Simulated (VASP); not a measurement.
# Re (Pnma) in VASP: single point with PBE

Aim: the single point of Re with PBE.

Everything below comes from runs of VASP 6.6.1. Logs are shortened: lines on timing, memory, paths and dates and some standing lists are left out, and cuts for length are marked.

### Step 1. The cell of the first run

The typed cell holds 4 atoms: a = 4.792 Å, b = 4.489 Å, c = 2.782 Å, α = 90.00°, β = 90.00°, γ = 90.00°.

The cell was built from a structure type or drawn by symmetry, and may not be a known phase.

### Step 2. Single point, PBE

INCAR

```
SYSTEM = Re
PREC = Accurate
ENCUT = 520
EDIFF = 1E-6
ISMEAR = 0
SIGMA = 0.1
LREAL = .False.
LASPH = .True.
NELM = 100
ALGO = Normal
ISIF = 2
LWAVE = .False.
LCHARG = .False.
GGA = PE
NBANDS = 22
```

KPOINTS

```
Automatic mesh
0
Gamma
  4 4 6
  0 0 0
```

POSCAR

```
Re
1.0
    4.7921565303      0.0000000000      0.0000000000
    0.0000000000      4.4892371005      0.0000000000
    0.0000000000      0.0000000000      2.7820105662
Re
4
Direct
    0.1686720150      0.7500000000      0.5003764753
    0.3313279850      0.2500000000      1.0003764753
    0.6686720150      0.7500000000     -0.0003764753
    0.8313279850      0.2500000000      0.4996235247
```

Potentials or basis: VASP PAW PBE potentials, release 64 (Re).

Command:

```bash
cat potpaw_PBE.64/Re/POTCAR > POTCAR
mpirun -np 1 vasp_std > vasp.out
```

OUTCAR:

```text
SYSTEM = Re
   PREC = Accurate
   ENCUT = 520
   EDIFF = 1E-6
   ISMEAR = 0
   LREAL = .False.
   LASPH = .True.
   NELM = 100
   ISIF = 2
   GGA = PE

 ion  position               nearest neighbor table
   1  0.169  0.750  0.500-   2 2.75   2 2.75   2 2.75   2 2.75   4 2.77   4 2.77   3 2.77   3 2.77
                             3 2.77   3 2.77
   2  0.331  0.250  0.000-   1 2.75   1 2.75   1 2.75   1 2.75   3 2.77   3 2.77   4 2.77   4 2.77
                             4 2.77   4 2.77
   3  0.669  0.750  1.000-   4 2.75   4 2.75   4 2.75   4 2.75   2 2.77   2 2.77   1 2.77   1 2.77
                             1 2.77   1 2.77
   4  0.831  0.250  0.500-   3 2.75   3 2.75   3 2.75   3 2.75   1 2.77   1 2.77   2 2.77   2 2.77
                             2 2.77   2 2.77

  LATTYP: Found a simple orthorhombic cell.
 ALAT       =     2.7820105662
 B/A-ratio  =     1.6136664451
 C/A-ratio  =     1.7225515203

  Lattice vectors:

 A1 = (   0.0000000000,   0.0000000000,  -2.7820105662)
 A2 = (   0.0000000000,   4.4892371005,   0.0000000000)
 A3 = (   4.7921565303,   0.0000000000,   0.0000000000)

Analysis of symmetry for initial positions (statically):
=====================================================================
 Subroutine PRICEL returns:
 Original cell was already a primitive cell.

 Routine SETGRP: Setting up the symmetry group for a
 simple orthorhombic supercell.

 Subroutine GETGRP returns: Found  8 space group operations
 (whereof  2 operations were pure point group operations)
 out of a pool of  8 trial point group operations.

The static configuration has the point symmetry S_2 .
 The point group associated with its full space group is D_2h.

Analysis of symmetry for dynamics (positions and initial velocities):
=====================================================================
 Subroutine PRICEL returns:
 Original cell was already a primitive cell.

 Routine SETGRP: Setting up the symmetry group for a
 simple orthorhombic supercell.

 Subroutine GETGRP returns: Found  8 space group operations
 (whereof  2 operations were pure point group operations)
 out of a pool of  8 trial point group operations.

The dynamic configuration has the point symmetry S_2 .
 The point group associated with its full space group is D_2h.

 Subroutine INISYM returns: Found  8 space group operations
 (whereof  2 operations are pure point group operations),
 and found     1 'primitive' translations

----------------------------------------------------------------------------------------

                                     Primitive cell

  volume of cell :      59.8497

  direct lattice vectors                    reciprocal lattice vectors
     4.792156530  0.000000000  0.000000000     0.208674319  0.000000000  0.000000000
     0.000000000  4.489237100  0.000000000     0.000000000  0.222754998  0.000000000
     0.000000000  0.000000000  2.782010566     0.000000000  0.000000000  0.359452265

  length of vectors
     4.792156530  4.489237100  2.782010566     0.208674319  0.222754998  0.359452265

  position of ions in fractional coordinates (direct lattice)
     0.168672015  0.750000000  0.500376475
     0.331327985  0.250000000  0.000376475
     0.668672015  0.750000000  0.999623525
     0.831327985  0.250000000  0.499623525

  ion indices of the primitive-cell ions
   primitive index   ion index
                 1           1
                 2           2
                 3           3
                 4           4

----------------------------------------------------------------------------------------

 KPOINTS: Automatic mesh

Automatic generation of k-mesh.
 Grid dimensions read from file:
 generate k-points for:    4    4    6

 Generating k-lattice:

  Cartesian coordinates                     Fractional coordinates (reciprocal lattice)
     0.052168580  0.000000000  0.000000000     0.250000000  0.000000000  0.000000000
     0.000000000  0.055688749  0.000000000     0.000000000  0.250000000  0.000000000
     0.000000000  0.000000000  0.059908711     0.000000000  0.000000000  0.166666667

  Length of vectors
     0.052168580  0.055688749  0.059908711

  Shift w.r.t. Gamma in fractional coordinates (k-lattice)
     0.000000000  0.000000000  0.000000000

 Subroutine IBZKPT returns following result:
 ===========================================

 Found     36 irreducible k-points:

 Following reciprocal coordinates:
            Coordinates               Weight
  0.000000  0.000000  0.000000      1.000000
  0.250000  0.000000  0.000000      2.000000
  0.500000  0.000000  0.000000      1.000000
  0.000000  0.250000  0.000000      2.000000
  0.250000  0.250000  0.000000      4.000000
  0.500000  0.250000  0.000000      2.000000
[... 16 lines left out ...]
  0.250000  0.250000  0.333333      8.000000
  0.500000  0.250000  0.333333      4.000000
 [... further k-points ...]
   k-points           NKPTS =     36   k-points in BZ     NKDIM =     36   number of bands    NBANDS=     22
   number of dos      NEDOS =    301   number of ions     NIONS =      4
   total plane-waves  NPLWV =  31104
   dimension x,y,z NGX =    36 NGY =   36 NGZ =   24
   dimension x,y,z NGXF=    72 NGYF=   72 NGZF=   48
   ions per type =               4
   NGX,Y,Z   is equivalent  to a cutoff of  12.49, 13.33, 14.34 a.u.
   NGXF,Y,Z  is equivalent  to a cutoff of  24.98, 26.66, 28.68 a.u.
 SYSTEM =  Re
   PREC   = accura    normal or accurate (medium, high low for compatibility)
   ISTART =      0    job   : 0-new  1-cont  2-samecut
   ICHARG =      2    charge: 1-file 2-atom 10-const
   ISPIN  =      1    spin polarized calculation?
   LNONCOLLINEAR =      F non collinear calculations
   LSORBIT =      F    spin-orbit coupling
   LASPH  =      T    aspherical Exc in radial PAW
   ENCUT  =  520.0 eV  38.22 Ry    6.18 a.u.   8.91  8.35  5.17*2*pi/ulx,y,z
   NELM   =    100;   NELMIN=  2; NELMDL= -5     # of ELM steps
   EDIFF  = 0.1E-05   stopping-criterion for ELM
   LREAL  =      F    real-space projection
   EDIFFG = 0.1E-04   stopping-criterion for IOM
   NSW    =      0    number of steps for IOM
   IBRION =     -1    ionic relax: 0-MD 1-quasi-New 2-CG
   NFREE  =      0    steps in history (QN), initial steepest desc. (CG)
   ISIF   =      2    stress and relaxation
   ISYM   =      2    0-nonsym 1-usesym 2-fastsym
   POTIM  = 0.5000    time-step for ionic-motion
   TEBEG  =    0.0;   TEEND  =   0.0 temperature during run
   PSTRESS=    0.0 pullay stress
   NELECT =      28.0000    total number of electrons
   NUPDOWN=      -1.0000    fix difference up-down
   EMIN   =  10.00;   EMAX   =-10.00  energy-range for DOS
   EFERMI =   0.00;   METHOD = LEGACY
   ISMEAR =     0;   SIGMA  =   0.10  broadening in eV -4-tet -1-fermi 0-gaus
   EFERMI_NEDOS =   21; number of points for ismear=-14 and -15
   IALGO  =     38    algorithm
   IMIX   =      4    mixing-type and parameters
     AMIX     =   0.40;   BMIX     =  1.00
     AMIX_MAG =   1.60;   BMIX_MAG =  1.00
  volume/ion in A,a.u.               =      14.96       100.97
  Fermi-wavevector in a.u.,A,eV,Ry     =   1.270886  2.401627 21.975481  1.615152
  Thomas-Fermi vector in A             =   2.403849
   LORBIT       =      0    0 simple, 1 ext, 2 COOP (PROOUT), +10 PAW based schemes
   GGA     = PE    functional components
   LHFCALC =     F    Hartree Fock is set to
   AEXX    =    0.0000 exact exchange contribution
   IVDW    =     0    specifies the selected vdW correction
   LEPSILON=     F    determine dielectric tensor
   LRPA    =     F    only Hartree local field effects (RPA)
 non-spin polarized calculation
 Gauss-broadening in eV      SIGMA  =   0.10
  energy-cutoff  :      520.00
  volume of cell :       59.85
 maximum number of plane-waves:      1630
 NGX is ok and might be reduce to    36
   NGX = 17   NGY = 17   NGZ = 11

 number of electron      28.0000000 magnetization

 Free energy of the ion-electron system (eV)
  ---------------------------------------------------
  ext. energy  EPLUGINS =         0.00000000
  ---------------------------------------------------
  free energy    TOTEN  =       -49.69876819 eV

  energy without entropy =      -49.67473979  energy(sigma->0) =      -49.68675399

 E-fermi :   7.6448     XC(G=0): -13.6396

 val. band max:        7.6425329105   @ k =   0.0000   0.5000   0.3333
 cond. band min:       7.6691377176   @ k =   0.2500   0.5000   0.1667
 fundamental gap:      0.0266048071
 Fermi energy:         7.6448053667

 k-point     1 :       0.0000    0.0000    0.0000
  band No.  band energies     occupation
      1      -2.0700      2.00000
      2       1.1785      2.00000
      3       1.8410      2.00000
      4       1.9115      2.00000
      5       2.4931      2.00000
      6       5.7425      2.00000
[... 14 lines left out ...]
     21      11.9213      0.00000
     22      12.0679      0.00000

 k-point     2 :       0.2500    0.0000    0.0000
  band No.  band energies     occupation
      1      -1.4540      2.00000
      2       1.4881      2.00000
      3       1.7371      2.00000
      4       2.1939      2.00000
      5       2.9724      2.00000
      6       5.3058      2.00000
[... 14 lines left out ...]
     21      11.2825      0.00000
     22      11.8686      0.00000

 k-point     3 :       0.5000    0.0000    0.0000
  band No.  band energies     occupation
      1       0.0917      2.00000
      2       0.0917      2.00000
      3       2.5706      2.00000
      4       2.5706      2.00000
      5       4.3527      2.00000
      6       4.3527      2.00000
[... 14 lines left out ...]
     21      11.6647      0.00000
     22      11.6647      0.00000
[... 476 lines left out ...]
 k-point    23 :       0.2500    0.2500    0.3333
  band No.  band energies     occupation
      1       1.1129      2.00000
      2       2.2756      2.00000
      3       2.6882      2.00000
      4       3.3657      2.00000
      5       3.4688      2.00000
      6       3.4983      2.00000
[... 14 lines left out ...]
     21      11.8983      0.00000
     22      14.0516      0.00000

 k-point    24 :       0.5000    0.2500    0.3333
  band No.  band energies     occupation
      1       1.4825      2.00000
      2       1.4825      2.00000
      3       2.5629      2.00000
      4       2.5629      2.00000
      5       3.4508      2.00000
      6       3.4508      2.00000
[... 14 lines left out ...]
     21      11.9868      0.00000
     22      11.9868      0.00000

 [... further k-points ...]

------------------------ aborting loop because EDIFF is reached ----------------------------------------

  FORCE on cell =-STRESS in cart. coord.  units (eV):
  Direction    XX          YY          ZZ          XY          YZ          ZX
  --------------------------------------------------------------------------------------
  -------------------------------------------------------------------------------------
  Total       -0.1550453     -0.1895155     -0.2072312      0.0000000      0.0000000      0.0000000
  in kB       -4.1505616     -5.0733297     -5.5475775      0.0000000      0.0000000      0.0000000
  external PRESSURE =      -4.9238229 kB  Pullay stress =       0.0000000 kB

 VOLUME and BASIS-vectors are now :
 -----------------------------------------------------------------------------
  energy-cutoff  :      520.00
  volume of cell :       59.85
      direct lattice vectors                 reciprocal lattice vectors
     4.792156530  0.000000000  0.000000000     0.208674319  0.000000000  0.000000000
     0.000000000  4.489237100  0.000000000     0.000000000  0.222754998  0.000000000
     0.000000000  0.000000000  2.782010566     0.000000000  0.000000000  0.359452265

 POSITION                                       TOTAL-FORCE (eV/Angst)
 -----------------------------------------------------------------------------------
      0.80830      3.36693      1.39205         0.020970      0.000000     -0.009073
      1.58778      1.12231      0.00105        -0.020970      0.000000     -0.009073
      3.20438      3.36693      2.78096         0.020970     -0.000000      0.009073
      3.98385      1.12231      1.38996        -0.020970      0.000000      0.009073
 -----------------------------------------------------------------------------------
    total drift:                                0.000000      0.000000      0.000000

  FREE ENERGIE OF THE ION-ELECTRON SYSTEM (eV)
  ---------------------------------------------------
  free  energy   TOTEN  =       -49.6987681884 eV

  energy  without entropy=      -49.6747397885  energy(sigma->0) =      -49.68675399
```

It took 24 s on 1 thread of Intel Xeon Platinum 8488C (Sapphire Rapids), shared host; peak memory 0.19 GiB.

Results:

| Item | Value |
| --- | --- |
| Free energy | -49.6988 eV |
| Pressure | -0.5 GPa |
| Largest force | 0.023 eV/Å |
| Band gap on the k mesh | zero (bands 14 and 15 overlap by 1.37 eV) |

Forces in eV/Å, atoms in the order of the input:
```
Re   0.021  0.000 -0.009
Re  -0.021  0.000 -0.009
Re   0.021  0.000  0.009
Re  -0.021  0.000  0.009
```

Levels at points of the mesh, in eV from the Fermi level:
```
           k point  band 11  band 12  band 13  band 14  band 15  band 16  band 17  band 18
(0.00, 0.00, 0.00)    -1.23    -0.72    -0.65    -0.52     0.16     0.31     0.59     3.25
(0.50, 0.00, 0.00)    -1.05    -1.05    -0.52    -0.52     0.59     0.59     0.61     0.61
(0.00, 0.50, 0.00)    -1.58    -1.58     0.38     0.38     0.90     0.90     2.47     2.47
(0.50, 0.50, 0.00)    -1.73    -1.73    -0.18    -0.18    -0.18    -0.18     2.41     2.41
(0.00, 0.00, 0.50)    -1.29    -1.29    -0.74    -0.74     1.68     1.68     3.58     3.58
(0.50, 0.00, 0.50)    -1.38    -1.38    -0.60    -0.60     3.90     3.90     4.26     4.26
(0.00, 0.50, 0.50)    -2.14    -2.14    -0.18    -0.18    -0.17    -0.17     3.91     3.91
(0.50, 0.50, 0.50)     0.45     0.45     0.94     0.94     0.94     0.94     4.20     4.20
```

Caveat: the k points lie up to 0.38 Å⁻¹ apart, too coarse for converged energies and pressures of a metal; spin-orbit coupling is left out, which moves the levels of the heavy elements.
